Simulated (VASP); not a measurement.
Here is a VASP 6.6.1 calculation.

INCAR

```
SYSTEM = In
ALGO     = Normal         ! electronic algorithm
EDIFF    = 1E-6           ! SCF threshold, eV
ENCUT    = 500            ! plane-wave cutoff, eV
GGA      = PE             ! functional
GGA_COMPAT= .False.      
ISIF     = 2              ! what is computed and relaxed
ISMEAR   = -1             ! smearing method
LASPH    = .True.         ! aspherical terms in the spheres
LCHARG   = .False.        ! write CHGCAR
LREAL    = .False.        ! projectors in reciprocal space
LWAVE    = .False.        ! write WAVECAR
NBANDS   = 20             ! bands
NELM     = 120            ! most SCF steps
PREC     = Accurate       ! precision mode
SIGMA    = 0.13605693000000002 ! smearing width, eV
```

File KPOINTS:

```
k-points
0
Gamma
  8 8 8
  0 0 0
```

Contents of POSCAR:

```
In
1.0
    0.0000000000      3.3691265013      3.3691265013
    3.3691265013      0.0000000000      3.3691265013
    3.3691265013      3.3691265013      0.0000000000
In
2
Direct
    0.0000000000      0.0000000000      0.0000000000
    0.2500000000      0.2500000000      0.2500000000
```

Potentials or basis: VASP PAW PBE potentials, release 64 (In_d).

Command:

```bash
$ cat potpaw_PBE.64/In_d/POTCAR > POTCAR
$ mpirun -np 1 vasp_std > vasp.out
```

Problem. Estimate the band gap on the k mesh.

Solution. Zero (band 13 reaches 5.82 eV, above the bottom of band 14 at 2.53 eV).

Problem. Estimate the pressure.

Solution. 0.0 GPa.

Caveat: spin-orbit coupling is left out, which moves the levels of the heavy elements.
